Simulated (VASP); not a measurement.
Write the native input for VASP 6.6.1 that does the following.

```yaml
Task: single point
Functional: r2SCAN
Potentials_or_basis: VASP PAW PBE potentials, release 64 (Ta_pv, N)
Cutoff: 520 eV
k_mesh: 16 × 16 × 16
Occupations: gaussian, width 0.1 eV
Spin: no spin polarisation
Dipole_correction: no
Further_INCAR_settings: ALGO = Normal; EDIFF = 1e-06; NBANDS = 15
```

The system is TaN.

```
Ta N
1.0
     0.00000    2.24138    2.24138
     2.24138    0.00000    2.24138
     2.24138    2.24138    0.00000
Ta N
1 1
Direct
  0.50000 0.50000 0.50000
  0.00000 0.00000 0.00000
```

This cell differs from its parent crystal: volume scaled by 1.06.

These files were run (other wordings do the same):

POSCAR

```
TaN
1.0
    0.0000000000      2.2413805221      2.2413805221
    2.2413805221      0.0000000000      2.2413805221
    2.2413805221      2.2413805221      0.0000000000
Ta N
1 1
Direct
    0.5000000000      0.5000000000      0.5000000000
    0.0000000000      0.0000000000      0.0000000000
```

INCAR.step1

```
PREC = Accurate
ENCUT = 520
ISMEAR = 0
SIGMA = 0.1
LREAL = False
LASPH = True
NELM = 60
NBANDS = 15
GGA = PE
ALGO = Normal
EDIFF = 1E-4
LWAVE = True
LCHARG = False
```

INCAR.step2

```
PREC = Accurate
ENCUT = 520
EDIFF = 1E-6
ISMEAR = 0
SIGMA = 0.1
LREAL = False
LASPH = True
NELM = 60
ALGO = Normal
ISIF = 2
LWAVE = False
LCHARG = False
METAGGA = R2SCAN
LMIXTAU = True
NBANDS = 15
ISTART = 1
```

KPOINTS

```
Automatic mesh
0
Gamma
  16 16 16
```

Potentials or basis: VASP PAW PBE potentials, release 64 (Ta_pv, N).

Command:

```sh
$ cat potpaw_PBE.64/Ta_pv/POTCAR potpaw_PBE.64/N/POTCAR > POTCAR
$ cp INCAR.step1 INCAR
$ mpirun -np 1 vasp_std > vasp.out
$ cp INCAR.step2 INCAR
$ mpirun -np 1 vasp_std > vasp.out
```

It gave:

- Pressure: -16.5 GPa
- Band gap on the k mesh: zero (band 8 reaches 10.71 eV, above the bottom of band 9 at 6.96 eV)

Caveat: the PAW data sets were made with another functional, which shifts forces and pressure a little; spin-orbit coupling is left out, which moves the levels of the heavy elements.

Run time: 64 s on 1 thread of Intel(R) Xeon(R) 6975P-C (Granite Rapids), on a shared host, peak memory 0.17 GiB.
